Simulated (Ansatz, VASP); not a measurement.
## NiO: VASP beside Ansatz

```
CELL_PARAMETERS angstrom
0.00000 2.08590 2.08590
2.08590 0.00000 2.08590
2.08590 2.08590 0.00000
ATOMIC_POSITIONS crystal
Ni 0.00000 0.00000 0.00000
O 0.50000 0.50000 0.50000
```

Alike in both runs: functional PBE; k mesh 11 × 11 × 11; occupations fermi-dirac, width 0.05 eV; collinear spin; Hubbard terms Ni d U = 1.0 eV.

```csv
,VASP,Ansatz
version,VASP 6.6.1,Ansatz 0.2.0
potentials or method,"VASP PAW PBE potentials, release 64 (Ni_sv_GW, O)",Ansatz PAW
plane-wave cutoff (eV),700,420
valence electrons in the cell,24,24
task,single point,projected density of states
```

```csv
,VASP,Ansatz,Ansatz less VASP
gap on the k mesh at the Fermi level (eV),none,none,-
pressure (GPa),8.2,9.4,+1.21
net moment per atom (μB),0.99,0.99,-0.004
size of the moment on the site where the two differ most (μB),1.64,1.59,-0.050
```

Site moments also hang on the region over which each program counts them. The programs project onto different local orbitals, so the same U acts differently, and such runs can settle in different states. A gap of «none» marks a metal or a gap that the smearing closes.

Noted on Ansatz's run: the magnetic or orbital state may not be the lowest.
